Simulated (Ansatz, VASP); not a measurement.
Two plane-wave programs on BaZrO3

The input INCAR:

```
SYSTEM = BaZrO3
PREC = Accurate
ENCUT = 520
EDIFF = 1E-6
ISMEAR = 0
SIGMA = 0.1
LREAL = .FALSE.
LASPH = .TRUE.
NELM = 80
ALGO = Normal
ISIF = 2
LWAVE = .FALSE.
LCHARG = .FALSE.
GGA = PE
NBANDS = 51
```

The input KPOINTS:

```
regular mesh
0
G
  4 4 2
  0 0 0
```

The input POSCAR:

```
BaZrO3
1.0
    0.0000000000      4.2269242802      0.0000000000
    0.0000000000      0.0000000000      4.2269242802
    8.4538485604      0.0000000000      0.0000000000
Ba Zr O
2 2 6
Direct
    0.0000000000      0.0000000000      0.0000000000
    0.0000000000      0.0000000000      0.5000000000
    0.5000000000      0.5000000000      0.2500000000
    0.5000000000      0.5000000000      0.7500000000
    0.5000000000      0.5000000000      0.0000000000
    0.5000000000      0.5000000000      0.5000000000
    0.0000000000      0.5000000000      0.2500000000
    0.0000000000      0.5000000000      0.7500000000
    0.5000000000      0.0000000000      0.2500000000
    0.5000000000      0.0000000000      0.7500000000
```

Input for Ansatz:

```yaml
crystal:
  lattice:
    - [0.0, 4.2269242802, 0.0]
    - [0.0, 0.0, 4.2269242802]
    - [8.4538485604, 0.0, 0.0]
  atoms:
    - { symbol: Ba, position: [0.0, 0.0, 0.0] }
    - { symbol: Ba, position: [0.0, 0.0, 0.5] }
    - { symbol: Zr, position: [0.5, 0.5, 0.25] }
    - { symbol: Zr, position: [0.5, 0.5, 0.75] }
    - { symbol: O, position: [0.5, 0.5, 0.0] }
    - { symbol: O, position: [0.5, 0.5, 0.5] }
    - { symbol: O, position: [0.0, 0.5, 0.25] }
    - { symbol: O, position: [0.0, 0.5, 0.75] }
    - { symbol: O, position: [0.5, 0.0, 0.25] }
    - { symbol: O, position: [0.5, 0.0, 0.75] }
basis:
  ecutwfc: 420
kpoints:
  mp_grid: { grid: [4, 4, 2] }
hamiltonian:
  xc: pbe
scf:
  occupations: { method: gaussian, width: 0.1 }
  lower_state_search: "off"
output:
  forces: true
  stress: true
  eigenvalues: true
```

Alike in both runs: task single point; functional PBE; k mesh 4 × 4 × 2; occupations gaussian, width 0.1 eV; no spin polarisation.

|  | VASP | Ansatz |
| --- | --- | --- |
| version | VASP 6.6.1 | Ansatz 0.2.0 |
| potentials or method | VASP PAW PBE potentials, release 64 (Ba_sv, Zr_sv, O), cutoff 520 eV | scalar-relativistic, plane waves, PAW |
| valence electrons in the cell | 80 | 80 |

```tsv
	VASP	Ansatz	Ansatz less VASP
gap on the k mesh at the Fermi level (eV)	3.13	3.17	+0.047
least direct gap on the mesh (eV)	3.38	3.40	+0.020
pressure (GPa)	1.0	0.1	-0.94
```

Neither program's run includes spin-orbit coupling.
